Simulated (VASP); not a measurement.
# GaF (Pm-3m) in VASP: settings compared, part 2 of 2

VASP 6.6.1. Earlier steps stand in the parts before.

### 3 Relaxation of cell and atoms, PBE+D3(BJ)

This run uses another cell than the first one, of 15.87 Å³/atom, 0.850 times its volume.

INCAR

```
SYSTEM = GaF
  ALGO = Normal
  EDIFF = 1E-7
  EDIFFG = -0.01
  ENCUT = 600
  GGA = PE
  IBRION = 2
  ISIF = 3
  ISMEAR = -1
  IVDW = 12
  LASPH = .TRUE.
  LCHARG = .FALSE.
  LREAL = .FALSE.
  LWAVE = .FALSE.
  NELM = 80
  NSW = 60
  PREC = Accurate
  SIGMA = 0.05
```

KPOINTS

```
k-points
0
G
  8 8 8
  0 0 0
```

POSCAR

```
GaF
1.0
    3.1659200000      0.0000000000      0.0000000000
    0.0000000000      3.1659200000      0.0000000000
    0.0000000000      0.0000000000      3.1659200000
Ga F
1 1
Direct
    0.0000000000      0.0000000000      0.0000000000
    0.5000000000      0.5000000000      0.5000000000
```

Potentials or basis: VASP PAW PBE potentials, release 64 (Ga_d, F).

Run with:

```sh
> cat potpaw_PBE.64/Ga_d/POTCAR potpaw_PBE.64/F/POTCAR > POTCAR
> mpirun -np 1 vasp_std > vasp.out
```

OUTCAR:

```text
SYSTEM = GaF
   EDIFF = 1E-7
   EDIFFG = -0.01
   ENCUT = 600
   GGA = PE
   IBRION = 2
   ISIF = 3
   ISMEAR = -1
   IVDW = 12
   LASPH = .TRUE.
   LREAL = .FALSE.
   NELM = 80
   NSW = 60
   PREC = Accurate
 IVDW          = 12

 ion  position               nearest neighbor table
   1  0.000  0.000  0.000-
   2  0.500  0.500  0.500-

  LATTYP: Found a simple cubic cell.
 ALAT       =     3.1659200000

  Lattice vectors:

 A1 = (   3.1659200000,   0.0000000000,   0.0000000000)
 A2 = (   0.0000000000,   3.1659200000,   0.0000000000)
 A3 = (   0.0000000000,   0.0000000000,   3.1659200000)

Analysis of symmetry for initial positions (statically):
=====================================================================
 Subroutine PRICEL returns:
 Original cell was already a primitive cell.

 Routine SETGRP: Setting up the symmetry group for a
[... 187 lines left out ...]
      8      -0.8605      2.00000
      9      -0.8605      2.00000
     10      -0.8605      2.00000
     11      10.9133      0.00000
     12      10.9133      0.00000
     13      10.9133      0.00000
     14      12.3684      0.00000
[... 510 lines left out ...]
--------------------------------------- Ionic step        4  -------------------------------------------

 number of electron      19.9999998 magnetization

 Free energy of the ion-electron system (eV)
  ---------------------------------------------------
  ext. energy  EPLUGINS =         0.00000000
  ---------------------------------------------------
  free energy    TOTEN  =        -7.42446108 eV

  energy without entropy =       -7.42445397  energy(sigma->0) =       -7.42445753

 E-fermi :   2.2515     XC(G=0):  -9.8557

 val. band max:        1.9499820655   @ k =   0.5000   0.5000   0.5000
 cond. band min:       2.6080239712   @ k =   0.5000   0.0000   0.0000
 fundamental gap:      0.6580419057
 Fermi energy:         2.2514851224

 k-point     1 :       0.0000    0.0000    0.0000
  band No.  band energies     occupation
      1     -19.7991      2.00000
      2     -12.1078      2.00000
      3     -12.1078      2.00000
      4     -11.9593      2.00000
      5     -11.9593      2.00000
      6     -11.9593      2.00000
      7      -3.7628      2.00000
      8      -1.0490      2.00000
      9      -1.0490      2.00000
     10      -1.0490      2.00000
     11      10.2542      0.00000
     12      10.2542      0.00000
     13      10.2542      0.00000
     14      11.9141      0.00000
[... 424 lines left out ...]
  FREE ENERGIE OF THE ION-ELECTRON SYSTEM (eV)
  ---------------------------------------------------
  free  energy   TOTEN  =        -7.8076500889 eV

  energy  without entropy=       -7.8076429801  energy(sigma->0) =       -7.80764653

 reached required accuracy - stopping structural energy minimisation
```

OSZICAR:

```text
N       E                     dE             d eps       ncg     rms          rms(c)
DAV:   1     0.135879876424E+03    0.13588E+03   -0.11837E+04  1020   0.255E+03
[... 37 lines left out ...]
DAV:   1    -0.745264647216E+01   -0.32917E-01   -0.40260E-01  1090   0.925E+00    0.120E+00
DAV:   2    -0.742911443163E+01    0.23532E-01   -0.10173E-01   992   0.355E+00    0.389E-01
DAV:   3    -0.742582720938E+01    0.32872E-02   -0.81837E-03  1124   0.108E+00    0.210E-01
DAV:   4    -0.742457439152E+01    0.12528E-02   -0.11020E-03  1222   0.464E-01    0.468E-02
DAV:   5    -0.742446291700E+01    0.11147E-03   -0.19412E-04  1164   0.205E-01    0.136E-02
DAV:   6    -0.742446048248E+01    0.24345E-05   -0.13620E-05  1030   0.324E-02    0.242E-03
DAV:   7    -0.742446104933E+01   -0.56685E-06   -0.11530E-06  1294   0.137E-02    0.285E-04
DAV:   8    -0.742446108198E+01   -0.32647E-07   -0.11615E-08   496   0.131E-03
   4 F= -.78076501E+01 E0= -.78076465E+01  d E =-.443754E-01
```

CONTCAR:

```text
GaF
   1.00000000000000
     3.2133424596627571   -0.0000000000000000    0.0000000000000000
     0.0000000000000000    3.2133424596627571   -0.0000000000000000
     0.0000000000000000    0.0000000000000000    3.2133424596627571
  Ga              F
     1     1
Direct
     0.0000000000000000    0.0000000000000000    0.0000000000000000
     0.5000000000000000    0.5000000000000000    0.5000000000000000

  0.00000000E+00  0.00000000E+00  0.00000000E+00
  0.00000000E+00  0.00000000E+00  0.00000000E+00
```

It took 70 s on 1 thread of Intel Xeon 8259CL, shared host; peak memory 0.18 GiB.

Results:

| Item | Value |
| --- | --- |
| Free energy | -7.8077 eV |
| Relaxed volume | 16.59 Å³/atom |
| Relaxed cell | a = 3.213 Å, b = 3.213 Å, c = 3.213 Å, α = 90.00°, β = 90.00°, γ = 90.00° |
| Space group after relaxing (to 0.05 Å) | Pm-3m (No. 221) |
| Energy gained by relaxing | 22.2 meV/atom |
| Ionic steps | 4 |
| Pressure after relaxing | 0.0 GPa |
| Band gap on the k mesh | 0.66 eV, indirect (least direct gap 1.25 eV) |
| Dispersion energy per atom | -0.192 eV |

Step by step:
| step | energy change (eV) | largest force (eV/Å) | pressure (GPa) | volume (Å³) |
| --- | --- | --- | --- | --- |
| 1 | 0.0000 | 0.0000 | 6.79 | 31.73 |
| 2 | -0.0239 | 0.0000 | -1.49 | 34.92 |
| 3 | -0.0425 | 0.0000 | -1.55 | 33.54 |
| 4 | -0.0444 | 0.0000 | -0.02 | 33.18 |

Final structure:
```xyz
2
Lattice="3.2133 0.0000 0.0000 0.0000 3.2133 0.0000 0.0000 0.0000 3.2133" Properties=species:S:1:pos:R:3 pbc="T T T"
Ga    0.0000    0.0000    0.0000
F     1.6067    1.6067    1.6067
```

Levels at points of the mesh, in eV from the valence-band top:
```tsv
k point	band 7	band 8	band 9	band 10	band 11	band 12	band 13	band 14
(0.00, 0.00, 0.00)	-5.71	-3.00	-3.00	-3.00	8.30	8.30	8.30	9.96
(0.50, 0.00, 0.00)	-6.30	-2.75	-2.75	-0.59	0.66	8.47	8.47	12.61
(0.50, 0.50, 0.00)	-4.33	-4.33	-2.66	-2.43	3.62	3.62	9.28	10.21
(0.50, 0.50, 0.50)	-3.53	-3.53	-3.53	0.00	2.63	2.63	2.63	11.97
```

A k mesh can miss the band edges.

### 4 Relaxation of cell and atoms, PBE+D4

This run uses another cell than the first one, of 15.87 Å³/atom, 0.850 times its volume.

INCAR

```
SYSTEM = GaF
  PREC = Accurate
  ENCUT = 600
  EDIFF = 1E-6
  ISMEAR = -1
  SIGMA = 0.05
  LREAL = .FALSE.
  LASPH = .TRUE.
  NELM = 60
  ALGO = Normal
  ISIF = 3
  LWAVE = .FALSE.
  LCHARG = .FALSE.
  GGA = PE
  IVDW = 13
  IBRION = 2
  NSW = 60
  EDIFFG = -0.01
```

KPOINTS

```
regular mesh
0
G
  8 8 8
  0 0 0
```

POSCAR is that of step 3.

Run with:

```sh
> cat potpaw_PBE.64/Ga_d/POTCAR potpaw_PBE.64/F/POTCAR > POTCAR
> mpirun -np 1 vasp_std > vasp.out
```

It took 90 s on 1 thread of Intel Xeon 8259CL, shared host; peak memory 0.18 GiB.

Results (log left out):

```yaml
Free_energy: -7.9145 eV
Relaxed_volume: 15.15 Å³/atom
Relaxed_cell: a = 3.118 Å, b = 3.118 Å, c = 3.118 Å, α = 90.00°, β = 90.00°, γ = 90.00°
Space_group_after_relaxing_to_0.05_Å: Pm-3m (No. 221)
Energy_gained_by_relaxing: 4.0 meV/atom
Ionic_steps: 5
Pressure_after_relaxing: 0.0 GPa
Band_gap_on_the_k_mesh: zero (band 10 reaches 3.28 eV, above the bottom of band 11 at 3.27 eV)
Dispersion_energy_per_atom: -0.244 eV
```

The path:
| step | energy change (eV) | largest force (eV/Å) | pressure (GPa) | volume (Å³) |
| --- | --- | --- | --- | --- |
| 1 | 0.0000 | 0.0000 | -1.12 | 31.73 |
| 2 | -0.0040 | 0.0000 | -1.25 | 31.23 |
| 3 | -0.0074 | 0.0000 | -0.60 | 30.66 |
| 4 | -0.0050 | 0.0000 | 1.34 | 29.54 |
| 5 | -0.0081 | 0.0000 | 0.03 | 30.30 |

Final structure:
```
CELL_PARAMETERS angstrom
3.11755 0.00000 0.00000
0.00000 3.11755 0.00000
0.00000 0.00000 3.11755
ATOMIC_POSITIONS crystal
Ga 0.00000 0.00000 0.00000
F 0.50000 0.50000 0.50000
```

Levels at points of the mesh, in eV from the Fermi level:
| k point | band 7 | band 8 | band 9 | band 10 | band 11 | band 12 | band 13 | band 14 |
| --- | --- | --- | --- | --- | --- | --- | --- | --- |
| (0.00, 0.00, 0.00) | -6.41 | -3.87 | -3.87 | -3.87 | 8.40 | 8.40 | 8.40 | 9.64 |
| (0.50, 0.00, 0.00) | -7.34 | -3.58 | -3.58 | -0.93 | 0.05 | 8.51 | 8.51 | 12.55 |
| (0.50, 0.50, 0.00) | -5.39 | -5.39 | -3.48 | -2.81 | 3.30 | 3.30 | 9.08 | 10.55 |
| (0.50, 0.50, 0.50) | -4.47 | -4.47 | -4.47 | 0.06 | 2.09 | 2.09 | 2.09 | 11.98 |

Caveat: pairwise dispersion overbinds metals, which lowers pressure and volume.

### 5 The runs side by side

```csv
task,level,cell,cutoff (eV),gap on the mesh (eV),pressure (GPa),relaxed volume (Å³/atom)
single point,PBE+D3(BJ),"a = 3.342 Å, 2 atoms",520,1.46,0.2,-
relaxation of cell and atoms,PBE+D3(BJ),"relaxed from a = 3.166 Å, 2 atoms",600,0.66,0.0,16.59
relaxation of cell and atoms,PBE+D4,"relaxed from a = 3.166 Å, 2 atoms",600,none,0.0,15.15
```

Alike in all rows: potentials or basis VASP PAW PBE potentials, release 64 (Ga_d, F); no spin polarisation; k mesh 8 × 8 × 8; smearing fermi-dirac 0.05 eV.

Caveats: three body term missing (some runs); pairwise dispersion overbinds metals, which lowers pressure and volume (some runs).

Absolute energies hang on the potentials; compare differences alone.
